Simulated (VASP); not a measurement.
Write the native input for VASP 6.6.1 that does the following.

```yaml
Task: single point
Functional: PBEsol
Potentials_or_basis: VASP PAW PBE potentials, release 64 (Ge_d, Fe)
Cutoff: 520 eV
k_mesh: 7 × 7 × 7
Occupations: fermi-dirac, width 0.05 eV
Spin: collinear spin, ferromagnetic start
Starting_moments: "[0.0, 3.0, 3.0, 3.0] μB"
Dipole_correction: no
Further_INCAR_settings: ALGO = Normal; EDIFF = 1e-06; NBANDS = 31
```

The structure of Fe3Ge lies in POSCAR:

```
Fe3Ge
1.0
    3.7086705245      0.0000000000      0.0000000000
    0.0000000000      3.7086705245      0.0000000000
    0.0000000000      0.0000000000      3.7086705245
Ge Fe
1 3
Direct
    0.0000000000      0.0000000000      0.0000000000
    0.5000000000      0.0000000000      0.5000000000
    0.5000000000      0.5000000000      0.0000000000
    0.0000000000      0.5000000000      0.5000000000
```

The input as run:

INCAR

```
SYSTEM = Fe3Ge
PREC     = Accurate       ! precision mode
ENCUT    = 520            ! plane-wave cutoff, eV
EDIFF    = 1E-6           ! SCF threshold, eV
ISMEAR   = -1             ! smearing method
SIGMA    = 0.05           ! smearing width, eV
LREAL    = .False.        ! projectors in reciprocal space
LASPH    = .True.         ! aspherical terms in the spheres
NELM     = 150            ! most SCF steps
ALGO     = Normal         ! electronic algorithm
ISIF     = 2              ! what is computed and relaxed
LWAVE    = .False.        ! write WAVECAR
LCHARG   = .False.        ! write CHGCAR
ISPIN    = 2              ! spin polarisation
MAGMOM   = 0 3 3 3        ! initial moments
LORBIT   = 11             ! projections on sites
LMAXMIX  = 4              ! l up to which the mixer works
GGA      = PS             ! functional
NBANDS   = 31             ! bands
```

KPOINTS

```
Automatic mesh
0
Gamma
  7 7 7
  0 0 0
```

Potentials or basis: VASP PAW PBE potentials, release 64 (Ge_d, Fe).

Run with:

```bash
$ cat potpaw_PBE.64/Ge_d/POTCAR potpaw_PBE.64/Fe/POTCAR > POTCAR
$ mpirun -np 1 vasp_std > vasp.out
```

It gave:

* Pressure: -15.8 GPa
* Net moment: 6.72 μB per cell
* Site moments: Ge -0.14; Fe +2.28 μB
* Valence electrons inside the program's atomic spheres: Ge 12.41; Fe 7.13

Caveat: the PAW data sets were made with another functional, which shifts forces and pressure a little.

It took 81 s on 1 thread of AMD EPYC 7R43 64-Core Processor (Zen 3) (shared host), peak memory 0.16 GiB.
